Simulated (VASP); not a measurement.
# K2H3Au (Pmm2) in VASP: single point with PBEsol

Aim: the single point of K2H3Au with PBEsol.

All numbers are computed with VASP 6.6.1; they aren't measurements. Logs are shortened: lines on timing, memory, paths and dates and some standing lists are left out, and cuts for length are marked.

**1. The cell of the first run**

The structure is orthorhombic, space group Pmm2 (No. 25). Conventional cell: a = 3.286 Å, b = 3.553 Å, c = 8.936 Å, α = 90.00°, β = 90.00°, γ = 90.00°. K (site symmetry mm2) has 8 H at 2.74 to 3.18 Å and 4 K at 3.29 to 3.55 Å and 2 Au at 3.42 Å within 3.6 Å. Within 3.4 Å of K (site symmetry mm2) lie 6 H at 2.58 to 2.76 Å and 2 K at 3.29 Å. H (site symmetry mm2) has 6 K at 2.74 to 2.76 Å and 7 H at 3.29 to 3.55 Å within 3.6 Å. H (site symmetry mm2) has 2 Au at 1.85 Å within 2.5 Å. H (site symmetry mm2) has 1 Au at 1.72 Å within 2.3 Å. Au (site symmetry mm2) has 3 H at 1.72 to 1.85 Å within 2.3 Å.

**2. Single point, PBEsol**

File INCAR:

```
SYSTEM = K2H3Au
PREC = Accurate
ENCUT = 520
EDIFF = 1E-6
ISMEAR = -1
SIGMA = 0.03
LREAL = .FALSE.
LASPH = .TRUE.
NELM = 100
ALGO = Normal
ISIF = 2
LWAVE = .FALSE.
LCHARG = .TRUE.
GGA = PS
LELF = .TRUE.
LVHAR = .TRUE.
NBANDS = 25
```

File KPOINTS:

```
regular mesh
0
G
  6 6 4
  0 0 0
```

File POSCAR:

```
K2H3Au
1.0
    3.5531395235      0.0000000000      0.0000000000
    0.0000000000      3.2862273948      0.0000000000
    0.0000000000      0.0000000000      8.9364008666
K H Au
2 3 1
Direct
    0.0000000000      0.0000000000     -0.0085046285
    0.0000000000      0.5000000000      0.6098836158
    0.5000000000      0.5000000000      0.8465655855
    0.5000000000      0.5000000000      0.2229711202
    0.5000000000      0.0000000000      0.5107837844
    0.5000000000      0.0000000000      0.3183005126
```

Potentials or basis: VASP PAW PBE potentials, release 64 (K_sv, H, Au).

Started as:

```console
> cat potpaw_PBE.64/K_sv/POTCAR potpaw_PBE.64/H/POTCAR potpaw_PBE.64/Au/POTCAR > POTCAR
> mpirun -np 1 vasp_std > vasp.out
```

OUTCAR:

```text
SYSTEM = K2H3Au
   PREC = Accurate
   ENCUT = 520
   EDIFF = 1E-6
   ISMEAR = -1
   LREAL = .FALSE.
   LASPH = .TRUE.
   NELM = 100
   ISIF = 2
   GGA = PS

 ion  position               nearest neighbor table
   1  0.000  0.000  0.991-   6 3.42   6 3.42   2 3.79   2 3.79
   2  0.000  0.500  0.610-   6 3.56   6 3.56   6 3.56   6 3.56   1 3.79   1 3.79
   3  0.500  0.500  0.847-
   4  0.500  0.500  0.223-   6 1.85   6 1.85
   5  0.500  0.000  0.511-   6 1.72
   6  0.500  0.000  0.318-   5 1.72   4 1.85   4 1.85   1 3.42   1 3.42   2 3.56   2 3.56   2 3.56
                             2 3.56

  LATTYP: Found a simple orthorhombic cell.
 ALAT       =     3.2862273948
 B/A-ratio  =     1.0812214423
 C/A-ratio  =     2.7193495133

  Lattice vectors:

 A1 = (   0.0000000000,  -3.2862273948,   0.0000000000)
 A2 = (   3.5531395235,   0.0000000000,   0.0000000000)
 A3 = (   0.0000000000,   0.0000000000,   8.9364008666)

Analysis of symmetry for initial positions (statically):
=====================================================================
 Subroutine PRICEL returns:
 Original cell was already a primitive cell.

 Routine SETGRP: Setting up the symmetry group for a
 simple orthorhombic supercell.

 Subroutine GETGRP returns: Found  4 space group operations
 (whereof  4 operations were pure point group operations)
 out of a pool of  8 trial point group operations.

The static configuration has the point symmetry C_2v.

Analysis of symmetry for dynamics (positions and initial velocities):
=====================================================================
 Subroutine PRICEL returns:
 Original cell was already a primitive cell.

 Routine SETGRP: Setting up the symmetry group for a
 simple orthorhombic supercell.

 Subroutine GETGRP returns: Found  4 space group operations
 (whereof  4 operations were pure point group operations)
 out of a pool of  8 trial point group operations.

The dynamic configuration has the point symmetry C_2v.

 Subroutine INISYM returns: Found  4 space group operations
 (whereof  4 operations are pure point group operations),
 and found     1 'primitive' translations

----------------------------------------------------------------------------------------

                                     Primitive cell

  volume of cell :     104.3452

  direct lattice vectors                    reciprocal lattice vectors
     3.553139524  0.000000000  0.000000000     0.281441242  0.000000000  0.000000000
     0.000000000  3.286227395  0.000000000     0.000000000  0.304300305  0.000000000
     0.000000000  0.000000000  8.936400867     0.000000000  0.000000000  0.111901874

  length of vectors
     3.553139524  3.286227395  8.936400867     0.281441242  0.304300305  0.111901874

  position of ions in fractional coordinates (direct lattice)
     0.000000000  0.000000000  0.991495372
     0.000000000  0.500000000  0.609883616
     0.500000000  0.500000000  0.846565586
     0.500000000  0.500000000  0.222971120
     0.500000000  0.000000000  0.510783784
     0.500000000  0.000000000  0.318300513

  ion indices of the primitive-cell ions
   primitive index   ion index
                 1           1
                 2           2
                 3           3
                 4           4
                 5           5
                 6           6

----------------------------------------------------------------------------------------

 KPOINTS: regular mesh

Automatic generation of k-mesh.
 Grid dimensions read from file:
 generate k-points for:    6    6    4

 Generating k-lattice:

  Cartesian coordinates                     Fractional coordinates (reciprocal lattice)
     0.046906874  0.000000000  0.000000000     0.166666667  0.000000000  0.000000000
     0.000000000  0.050716718  0.000000000     0.000000000  0.166666667  0.000000000
     0.000000000  0.000000000  0.027975468     0.000000000  0.000000000  0.250000000

  Length of vectors
     0.046906874  0.050716718  0.027975468

  Shift w.r.t. Gamma in fractional coordinates (k-lattice)
     0.000000000  0.000000000  0.000000000

 Subroutine IBZKPT returns following result:
 ===========================================

 Found     48 irreducible k-points:

 Following reciprocal coordinates:
            Coordinates               Weight
  0.000000  0.000000  0.000000      1.000000
  0.166667  0.000000  0.000000      2.000000
  0.333333  0.000000  0.000000      2.000000
  0.500000  0.000000  0.000000      1.000000
  0.000000  0.166667  0.000000      2.000000
  0.166667  0.166667  0.000000      4.000000
[... 16 lines left out ...]
  0.333333  0.166667  0.250000      8.000000
  0.500000  0.166667  0.250000      4.000000
 [... further k-points ...]
   k-points           NKPTS =     48   k-points in BZ     NKDIM =     48   number of bands    NBANDS=     25
   number of dos      NEDOS =    301   number of ions     NIONS =      6
   total plane-waves  NPLWV =  47040
   dimension x,y,z NGX =    28 NGY =   24 NGZ =   70
   dimension x,y,z NGXF=    56 NGYF=   48 NGZF=  140
   ions per type =               2   3   1
   NGX,Y,Z   is equivalent  to a cutoff of  13.10, 12.14, 13.02 a.u.
   NGXF,Y,Z  is equivalent  to a cutoff of  26.20, 24.28, 26.04 a.u.
 SYSTEM =  K2H3Au
   PREC   = accura    normal or accurate (medium, high low for compatibility)
   ISTART =      0    job   : 0-new  1-cont  2-samecut
   ICHARG =      2    charge: 1-file 2-atom 10-const
   ISPIN  =      1    spin polarized calculation?
   LNONCOLLINEAR =      F non collinear calculations
   LSORBIT =      F    spin-orbit coupling
   LASPH  =      T    aspherical Exc in radial PAW
   ENCUT  =  520.0 eV  38.22 Ry    6.18 a.u.   6.61  6.11 16.62*2*pi/ulx,y,z
   NELM   =    100;   NELMIN=  2; NELMDL= -5     # of ELM steps
   EDIFF  = 0.1E-05   stopping-criterion for ELM
   LREAL  =      F    real-space projection
   EDIFFG = 0.1E-04   stopping-criterion for IOM
   NSW    =      0    number of steps for IOM
   IBRION =     -1    ionic relax: 0-MD 1-quasi-New 2-CG
   NFREE  =      0    steps in history (QN), initial steepest desc. (CG)
   ISIF   =      2    stress and relaxation
   ISYM   =      2    0-nonsym 1-usesym 2-fastsym
   POTIM  = 0.5000    time-step for ionic-motion
   TEBEG  =    0.0;   TEEND  =   0.0 temperature during run
   PSTRESS=    0.0 pullay stress
   NELECT =      32.0000    total number of electrons
   NUPDOWN=      -1.0000    fix difference up-down
   EMIN   =  10.00;   EMAX   =-10.00  energy-range for DOS
   EFERMI =   0.00;   METHOD = LEGACY
   ISMEAR =    -1;   SIGMA  =   0.03  broadening in eV -4-tet -1-fermi 0-gaus
   EFERMI_NEDOS =   21; number of points for ismear=-14 and -15
   IALGO  =     38    algorithm
   IMIX   =      4    mixing-type and parameters
     AMIX     =   0.40;   BMIX     =  1.00
     AMIX_MAG =   1.60;   BMIX_MAG =  1.00
  volume/ion in A,a.u.               =      17.39       117.36
  Fermi-wavevector in a.u.,A,eV,Ry     =   1.103996  2.086249 16.582864  1.218806
  Thomas-Fermi vector in A             =   2.240462
   LORBIT       =      0    0 simple, 1 ext, 2 COOP (PROOUT), +10 PAW based schemes
   GGA     = PS    functional components
   LHFCALC =     F    Hartree Fock is set to
   AEXX    =    0.0000 exact exchange contribution
   IVDW    =     0    specifies the selected vdW correction
   LEPSILON=     F    determine dielectric tensor
   LRPA    =     F    only Hartree local field effects (RPA)
 non-spin polarized calculation
  energy-cutoff  :      520.00
  volume of cell :      104.35
 maximum number of plane-waves:      2840
 NGX is ok and might be reduce to    28
   NGX = 13   NGY = 13   NGZ = 33

 number of electron      32.0000002 magnetization

 Free energy of the ion-electron system (eV)
  ---------------------------------------------------
  ext. energy  EPLUGINS =         0.00000000
  ---------------------------------------------------
  free energy    TOTEN  =       -16.41855359 eV

  energy without entropy =      -16.41855229  energy(sigma->0) =      -16.41855294

 E-fermi :   1.1447     XC(G=0):  -8.7053

 val. band max:        0.8388406807   @ k =   0.5000   0.3333   0.5000
 cond. band min:       1.4185164693   @ k =   0.5000   0.0000   0.0000
 fundamental gap:      0.5796757885
 Fermi energy:         1.1446640398

 k-point     1 :       0.0000    0.0000    0.0000
  band No.  band energies     occupation
      1     -28.8931      2.00000
      2     -28.8632      2.00000
      3     -12.6209      2.00000
      4     -12.3516      2.00000
      5     -12.1890      2.00000
      6     -12.1628      2.00000
[... 17 lines left out ...]
     24       9.6285      0.00000
     25       9.8005      0.00000

 k-point     2 :       0.1667    0.0000    0.0000
  band No.  band energies     occupation
      1     -28.8815      2.00000
      2     -28.8515      2.00000
      3     -12.5916      2.00000
      4     -12.3476      2.00000
      5     -12.3306      2.00000
      6     -12.2928      2.00000
[... 17 lines left out ...]
     24       9.2392      0.00000
     25       9.9040      0.00000

 k-point     3 :       0.3333    0.0000    0.0000
  band No.  band energies     occupation
      1     -28.8582      2.00000
      2     -28.8281      2.00000
      3     -12.6242      2.00000
      4     -12.5546      2.00000
      5     -12.5297      2.00000
      6     -12.2996      2.00000
[... 552 lines left out ...]
 k-point    23 :       0.3333    0.1667    0.2500
  band No.  band energies     occupation
      1     -28.8329      2.00000
      2     -28.8041      2.00000
      3     -12.5754      2.00000
      4     -12.5226      2.00000
      5     -12.4877      2.00000
      6     -12.3339      2.00000
[... 17 lines left out ...]
     24       8.4414      0.00000
     25       8.6086      0.00000

 k-point    24 :       0.5000    0.1667    0.2500
  band No.  band energies     occupation
      1     -28.8215      2.00000
      2     -28.7925      2.00000
      3     -12.7020      2.00000
      4     -12.6369      2.00000
      5     -12.4638      2.00000
      6     -12.3161      2.00000
[... 17 lines left out ...]
     24       8.1702      0.00000
     25       8.8604      0.00000

 [... further k-points ...]

------------------------ aborting loop because EDIFF is reached ----------------------------------------

  FORCE on cell =-STRESS in cart. coord.  units (eV):
  Direction    XX          YY          ZZ          XY          YZ          ZX
  --------------------------------------------------------------------------------------
  -------------------------------------------------------------------------------------
  Total        0.0034374     -0.0194275     -0.0035684      0.0000000      0.0000000      0.0000000
  in kB        0.0527803     -0.2983016     -0.0547918      0.0000000      0.0000000      0.0000000
  external PRESSURE =      -0.1001044 kB  Pullay stress =       0.0000000 kB

 VOLUME and BASIS-vectors are now :
 -----------------------------------------------------------------------------
  energy-cutoff  :      520.00
  volume of cell :      104.35
      direct lattice vectors                 reciprocal lattice vectors
     3.553139524  0.000000000  0.000000000     0.281441242  0.000000000  0.000000000
     0.000000000  3.286227395  0.000000000     0.000000000  0.304300305  0.000000000
     0.000000000  0.000000000  8.936400867     0.000000000  0.000000000  0.111901874

 POSITION                                       TOTAL-FORCE (eV/Angst)
 -----------------------------------------------------------------------------------
      0.00000      0.00000      8.86040         0.000000      0.000000     -0.000469
      0.00000      1.64311      5.45016         0.000000      0.000000     -0.000574
      1.77657      1.64311      7.56525         0.000000      0.000000      0.001921
      1.77657      1.64311      1.99256         0.000000      0.000000      0.004441
      1.77657      0.00000      4.56457         0.000000      0.000000     -0.005306
      1.77657      0.00000      2.84446         0.000000      0.000000     -0.000013
 -----------------------------------------------------------------------------------
    total drift:                                0.000000     -0.000000     -0.001235

  FREE ENERGIE OF THE ION-ELECTRON SYSTEM (eV)
  ---------------------------------------------------
  free  energy   TOTEN  =       -16.4185535935 eV

  energy  without entropy=      -16.4185522898  energy(sigma->0) =      -16.41855294
```

Run time: 2.3 min. Hardware: 1 thread of Intel Xeon Platinum 8375C at 2.90GHz (Ice Lake), shared host; peak memory 0.28 GiB.

What came out:

```yaml
Free_energy: -16.4186 eV
Pressure: 0.0 GPa
Largest_force: 0.005 eV/Å
Band_gap_on_the_k_mesh: 0.58 eV, indirect (least direct gap 1.48 eV)
```

Forces on the atoms (eV/Å):
```
K    0.000  0.000  0.000
K    0.000  0.000 -0.001
H    0.000  0.000  0.002
H    0.000  0.000  0.004
H    0.000  0.000 -0.005
Au   0.000  0.000  0.000
```

Caveat: the PAW data sets were made with another functional, which shifts forces and pressure a little; spin-orbit coupling is left out, which moves the levels of the heavy elements. A k mesh can miss the band edges.
